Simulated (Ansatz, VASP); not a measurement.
## Two plane-wave programs on In

The input INCAR:

```
PREC = Accurate ; ENCUT = 520
EDIFF = 1E-7 ; ISMEAR = 0
SIGMA = 0.15 ; LREAL = False
LASPH = True ; NELM = 100
ALGO = Fast ; ISIF = 2
LWAVE = False ; LCHARG = True
GGA = PE ; LELF = True
LVHAR = True ; NBANDS = 12
```

KPOINTS

```
Automatic mesh
0
Gamma
  18 18 18
```

The input POSCAR:

```
In
1.0
   -1.8707594572      1.8707594572      1.8825252400
    1.8707594572     -1.8707594572      1.8825252400
    1.8942910228      1.8942910228     -1.8825252400
In
1
Direct
    0.0000000000      0.0000000000      0.0000000000
```

Input for Ansatz:

```yaml
crystal:
  lattice:
    - [-1.8707594572, 1.8707594572, 1.88252524]
    - [1.8707594572, -1.8707594572, 1.88252524]
    - [1.8942910228, 1.8942910228, -1.88252524]
  atoms:
    - { symbol: In, position: [0.0, 0.0, 0.0] }
basis:
  ecutwfc: 420
kpoints:
  mp_grid: { grid: [18, 18, 18] }
hamiltonian:
  xc: pbe
scf:
  occupations: { method: gaussian, width: 0.15 }
output:
  forces: true
  stress: true
  eigenvalues: true
```

Change from the starting cell: strain +0.0125 x Voigt [0, 0, 0, 0, 0, 1], atoms carried along.

Alike in both runs: task single point; functional PBE; k mesh 18 × 18 × 18; occupations gaussian, width 0.15 eV; no spin polarisation.

```csv
,VASP,Ansatz
version,VASP 6.6.1,Ansatz 0.2.0
potentials or method,"VASP PAW PBE potentials, release 64 (In_d), cutoff 520 eV","scalar-relativistic, plane waves, PAW"
valence electrons in the cell,13,13
```

|  | VASP | Ansatz | Ansatz less VASP |
| --- | --- | --- | --- |
| gap on the k mesh at the Fermi level (eV) | none | none | - |
| pressure (GPa) | 1.4 | 1.5 | +0.10 |
| traceless stress, the component that is largest in VASP (GPa) | -0.13 | -0.13 | +0.002 |

A gap of «none» marks a metal or a gap that the smearing closes.
